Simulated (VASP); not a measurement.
MoS2, 3 atoms in the cell. Symmetry: R3m, No. 160, trigonal system. Conventional cell: a = 3.185 Å, b = 3.185 Å, c = 22.217 Å, α = 90.00°, β = 90.00°, γ = 120.00°. Mo (site symmetry 3m) has 6 S at 2.41 Å and 6 Mo at 3.19 Å within 3.2 Å. Within 3.2 Å of S (site symmetry 3m) lie 3 Mo at 2.41 Å and 7 S at 3.12 to 3.19 Å. Within 3.2 Å of S (site symmetry 3m) lie 3 Mo at 2.41 Å and 7 S at 3.12 to 3.19 Å. 

- Program: VASP 6.6.1
- Task: single point
- Functional: PBE
- Potentials or basis: VASP PAW PBE potentials, release 64 (Mo_sv, S)
- Cutoff: 520 eV
- k mesh: 10 × 10 × 10
- Occupations: fermi-dirac, width 0.05 eV
- Spin: no spin polarisation
- Dipole correction: no
- Further INCAR settings: ALGO = Normal; EDIFF = 1e-06; NBANDS = 20

Potentials or basis: VASP PAW PBE potentials, release 64 (Mo_sv, S).

Run with:

```bash
$ cat potpaw_PBE.64/Mo_sv/POTCAR potpaw_PBE.64/S/POTCAR > POTCAR
$ mpirun -np 1 vasp_std > vasp.out
```

Hardware: 1 thread of AMD EPYC 9R45 96-Core Processor (Zen 5), with other jobs on the host.

Problem. Estimate the wall time of this run.

Solution. Run time: 7.9 min on 1 thread of AMD EPYC 9R45 96-Core Processor (Zen 5) (shared host), peak memory 0.52 GiB. Counts: scf iterations 15, k points 116.
